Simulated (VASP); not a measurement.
# BeTe (F-43m) in VASP: notebook, part 2 of 2

VASP 6.6.1.

### Step 3. Relaxation of cell and atoms, r2SCAN

This run uses another cell than the first one, of 21.25 Å³/atom.

POSCAR

```
BeTe
1.0
    2.7700000000      2.7700000000      0.0000000000
   -2.7700000000      2.7700000000      0.0000000000
    0.0000000000      2.7700000000      2.7700000000
Be Te
1 1
Direct
    0.0000000000      0.0000000000      0.0000000000
    0.7500000000      0.2500000000      0.5000000000
```

INCAR.step1

```
PREC = Accurate
ENCUT = 600
ISMEAR = -1
SIGMA = 0.1
LREAL = False
LASPH = True
NELM = 80
GGA = PE
ALGO = Normal
EDIFF = 1E-4
LWAVE = True
LCHARG = False
```

INCAR.step2

```
PREC = Accurate
ENCUT = 600
EDIFF = 1E-7
ISMEAR = -1
SIGMA = 0.1
LREAL = False
LASPH = True
NELM = 80
ALGO = Normal
ISIF = 3
LWAVE = False
LCHARG = False
METAGGA = R2SCAN
LMIXTAU = True
IBRION = 2
NSW = 100
EDIFFG = -0.002
ISTART = 1
```

KPOINTS

```
Automatic mesh
0
Gamma
  12 12 12
```

Potentials or basis: VASP PAW PBE potentials, release 64 (Be, Te).

Command:

```
$ cat potpaw_PBE.64/Be/POTCAR potpaw_PBE.64/Te/POTCAR > POTCAR
$ cp INCAR.step1 INCAR
$ mpirun -np 1 vasp_std > vasp.out
$ cp INCAR.step2 INCAR
$ mpirun -np 1 vasp_std > vasp.out
```

OUTCAR:

```text
PREC = Accurate
   ENCUT = 600
   EDIFF = 1E-7
   ISMEAR = -1
   LREAL = False
   LASPH = True
   NELM = 80
   ISIF = 3
   METAGGA = R2SCAN
   IBRION = 2
   NSW = 100
   EDIFFG = -0.002
   ISTART = 1

 ion  position               nearest neighbor table
   1  0.000  0.000  0.000-   2 2.40   2 2.40   2 2.40   2 2.40
   2  0.750  0.250  0.500-   1 2.40   1 2.40   1 2.40   1 2.40

  LATTYP: Found a face centered cubic cell.
 ALAT       =     5.5400000000

  Lattice vectors:

 A1 = (   0.0000000000,   2.7700000000,   2.7700000000)
 A2 = (   2.7700000000,   0.0000000000,   2.7700000000)
 A3 = (   2.7700000000,   2.7700000000,   0.0000000000)

Analysis of symmetry for initial positions (statically):
=====================================================================
 Subroutine PRICEL returns:
 Original cell was already a primitive cell.

 Routine SETGRP: Setting up the symmetry group for a
 face centered cubic supercell.

 Subroutine GETGRP returns: Found 24 space group operations
 (whereof 24 operations were pure point group operations)
 out of a pool of 48 trial point group operations.

The static configuration has the point symmetry T_d .

Analysis of symmetry for dynamics (positions and initial velocities):
=====================================================================
[... 168 lines left out ...]
  external PRESSURE =      44.4866052 kB  Pullay stress =       0.0000000 kB
[... 59 lines left out ...]
--------------------------------------- Ionic step        3  -------------------------------------------

 number of electron       8.0000000 magnetization

 Free energy of the ion-electron system (eV)
  ---------------------------------------------------
  ext. energy  EPLUGINS =         0.00000000
  ---------------------------------------------------
  free energy    TOTEN  =       -30.68579648 eV

  energy without entropy =      -30.68579619  energy(sigma->0) =      -30.68579633

 E-fermi :   5.9611     XC(G=0):  -9.4122

 val. band max:        4.7577016713   @ k =   0.0000   0.0000   0.0000
 cond. band min:       7.1321344607   @ k =   0.5000   0.5000   0.0000
 fundamental gap:      2.3744327894
 Fermi energy:         5.9611011482

 k-point     1 :       0.0000    0.0000    0.0000
  band No.  band energies     occupation
      1      -7.9203      2.00000
      2       4.7577      1.99999
      3       4.7577      1.99999
      4       4.7577      1.99999
      5       8.7897      0.00000
      6       8.7897      0.00000
      7       8.7897      0.00000
      8       9.1420      0.00000
[... 243 lines left out ...]
 k-point    24 :      -0.4167    0.1667    0.0000
  band No.  band energies     occupation
      1      -6.6680      2.00000
      2       0.0579      2.00000
      3       2.7653      2.00000
      4       3.0825      2.00000
      5       8.5212      0.00000
      6      10.4000      0.00000
      7      11.1557      0.00000
      8      11.3892      0.00000

 [... further k-points ...]

------------------------ aborting loop because EDIFF is reached ----------------------------------------

  FORCE on cell =-STRESS in cart. coord.  units (eV):
  Direction    XX          YY          ZZ          XY          YZ          ZX
  --------------------------------------------------------------------------------------
  -------------------------------------------------------------------------------------
  Total        0.0034771      0.0034771      0.0034771      0.0000000     -0.0000000     -0.0000000
  in kB        0.1227593      0.1227593      0.1227593      0.0000000     -0.0000000     -0.0000000
  external PRESSURE =       0.1227593 kB  Pullay stress =       0.0000000 kB
[... 17 lines left out ...]
  FREE ENERGIE OF THE ION-ELECTRON SYSTEM (eV)
  ---------------------------------------------------
  free  energy   TOTEN  =       -30.6857964753 eV

  energy  without entropy=      -30.6857961924  energy(sigma->0) =      -30.68579633

 reached required accuracy - stopping structural energy minimisation
```

OSZICAR.step1:

```text
N       E                     dE             d eps       ncg     rms          rms(c)
DAV:   1     0.225674530554E+02    0.22567E+02   -0.37599E+03  1152   0.908E+02
DAV:   2    -0.697093145033E+01   -0.29538E+02   -0.28503E+02  1632   0.106E+02
DAV:   3    -0.775561910137E+01   -0.78469E+00   -0.78469E+00  1440   0.229E+01
DAV:   4    -0.776066639603E+01   -0.50473E-02   -0.50473E-02  1792   0.207E+00
DAV:   5    -0.776068059986E+01   -0.14204E-04   -0.14204E-04  1472   0.837E-02    0.446E+00
DAV:   6    -0.762392743033E+01    0.13675E+00   -0.20043E-01  1352   0.236E+00    0.266E+00
DAV:   7    -0.758487138741E+01    0.39056E-01   -0.14219E-01  1576   0.206E+00    0.561E-01
DAV:   8    -0.758525178362E+01   -0.38040E-03   -0.66775E-03  1264   0.592E-01    0.102E-01
DAV:   9    -0.758551927030E+01   -0.26749E-03   -0.41175E-04  1560   0.160E-01    0.257E-02
DAV:  10    -0.758555315595E+01   -0.33886E-04   -0.64296E-05  1192   0.490E-02
   1 F= -.75855532E+01 E0= -.75855517E+01  d E =-.281980E-05
```

Wall time 2.9 min (1 thread of AMD EPYC 9R45 (Zen 5), shared host); peak memory 0.19 GiB.

Results:

| Property | Result |
| --- | --- |
| Free energy | -30.6858 eV |
| Relaxed volume | 22.69 Å³/atom |
| Relaxed cell | a = 4.004 Å, b = 4.004 Å, c = 4.004 Å, α = 60.00°, β = 60.00°, γ = 90.00° |
| Space group after relaxing (to 0.1 Å) | F-43m (No. 216) |
| Energy gained by relaxing | 18.9 meV/atom |
| Ionic steps | 3 |
| Pressure after relaxing | 0.0 GPa |
| Band gap on the k mesh | 2.37 eV (least direct gap 4.03 eV) |

The path:
| step | energy change (eV) | largest force (eV/Å) | pressure (GPa) | volume (Å³) |
| --- | --- | --- | --- | --- |
| 1 | 0.0000 | 0.0000 | 4.45 | 42.51 |
| 2 | -0.0350 | 0.0000 | -1.07 | 46.24 |
| 3 | -0.0379 | 0.0000 | 0.01 | 45.38 |

Final structure:
```
Be Te
1.0
     2.83104    2.83104    0.00000
    -2.83104    2.83104    0.00000
     0.00000    2.83104    2.83104
Be Te
1 1
Direct
  0.00000 0.00000 0.00000
  0.75000 0.25000 0.50000
```

Caveat: the PAW data sets were made with another functional, which shifts forces and pressure a little; spin-orbit coupling is left out, which moves the levels of the heavy elements. Zero-point motion and thermal expansion aren't in these numbers.
